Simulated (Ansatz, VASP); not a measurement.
**NaH: VASP beside Ansatz**

POSCAR

```
NaH
1.0
    0.0000000000      2.4893412880      2.4893412880
    2.4893412880      0.0000000000      2.4893412880
    2.4893412880      2.4893412880      0.0000000000
Na H
1 1
Direct
    0.0000000000      0.0000000000      0.0000000000
    0.5000000000      0.5000000000      0.5000000000
```

Contents of INCAR.step1:

```
SYSTEM = NaH
PREC = Accurate
ENCUT = 520
ISMEAR = -1
SIGMA = 0.2
LREAL = .False.
LASPH = .True.
NELM = 80
NBANDS = 11
GGA = PE
ALGO = Normal
EDIFF = 1E-4
LWAVE = .True.
LCHARG = .False.
```

The input INCAR.step2:

```
SYSTEM = NaH
PREC = Accurate
ENCUT = 520
EDIFF = 1E-6
ISMEAR = -1
SIGMA = 0.2
LREAL = .False.
LASPH = .True.
NELM = 80
ALGO = Normal
ISIF = 2
LWAVE = .False.
LCHARG = .False.
METAGGA = R2SCAN
LMIXTAU = .True.
NBANDS = 11
ISTART = 1
```

Contents of KPOINTS:

```
Automatic mesh
0
Gamma
  10 10 10
  0 0 0
```

Input for Ansatz:

```yaml
crystal:
  lattice:
    - [0.0, 2.489341288, 2.489341288]
    - [2.489341288, 0.0, 2.489341288]
    - [2.489341288, 2.489341288, 0.0]
  atoms:
    - { symbol: Na, position: [0.0, 0.0, 0.0] }
    - { symbol: H, position: [0.5, 0.5, 0.5] }
basis:
  ecutwfc: 520.0
kpoints:
  mp_grid: { grid: [10, 10, 10] }
hamiltonian:
  xc: r2scan
scf:
  occupations: { method: fermi_dirac, width: 0.2 }
output:
  forces: true
  stress: true
  eigenvalues: true
```

Alike in both runs: task single point; functional r2SCAN; k mesh 10 × 10 × 10; occupations fermi-dirac, width 0.2 eV; no spin polarisation.

|  | VASP | Ansatz |
| --- | --- | --- |
| version | VASP 6.6.1 | Ansatz 0.2.0 |
| potentials or method | VASP PAW PBE potentials, release 64 (Na_pv, H), cutoff 520 eV | scalar-relativistic, plane waves, PAW |
| valence electrons in the cell | 8 | 10 |

VASP gave:

| Property | Result |
| --- | --- |
| gap on the k mesh at the Fermi level (eV) | 4.23 |
| least direct gap on the mesh (eV) | 5.00 |
| pressure (GPa) | -2.4 |

Problem. Estimate Ansatz's values.

Solution. gap on the k mesh at the Fermi level (eV): 4.22; least direct gap on the mesh (eV): 5.01; pressure (GPa): -2.2.

VASP's potentials were made for PBE, not for r2SCAN. VASP's potentials hold 8 valence electrons a cell and Ansatz's 10, so a difference there can come from the potentials and not from the codes.
